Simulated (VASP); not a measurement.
# V: single point with PBEsol

The system is V.

```xyz
1
Lattice="-1.5084 1.5084 1.5084 1.5084 -1.5084 1.5084 1.5084 1.5084 -1.5084" Properties=species:S:1:pos:R:3 pbc="T T T"
V     0.0000    0.0000    0.0000
```

This cell differs from its parent crystal: volume scaled by 1.06.

```
Program                : VASP 6.6.1
Task                   : single point
Functional             : PBEsol
Potentials or basis    : VASP PAW PBE potentials, release 64 (V_sv)
Cutoff                 : 520 eV
k mesh                 : 20 × 20 × 20
Occupations            : gaussian, width 0.1 eV
Spin                   : no spin polarisation
Dipole correction      : no
Further INCAR settings : ALGO = Normal; EDIFF = 1e-06; NBANDS = 12
```

| Item | Value |
| --- | --- |
| Pressure | -10.1 GPa |

Levels at points of the mesh, in eV from the Fermi level:
```
           k point  band 3  band 4  band 5  band 6  band 7  band 8  band 9  band 10  band 11  band 12
(0.00, 0.00, 0.00)  -36.93  -36.93   -6.55    0.41    0.41    0.41    2.37     2.37    20.34    20.34
(0.50, 0.00, 0.00)  -37.20  -36.94   -3.12   -1.09    1.58    2.37    2.71     4.04     9.94    15.75
(0.50, 0.50, 0.50)  -37.52  -37.52   -2.92   -2.92    3.66    3.66    3.66    10.00    10.00    10.00
```

It took 12 s on 1 thread of Intel(R) Xeon(R) 6975P-C (Granite Rapids), with other jobs on the host, peak memory 0.15 GiB.

Caveat: the PAW data sets were made with another functional, which shifts forces and pressure a little.
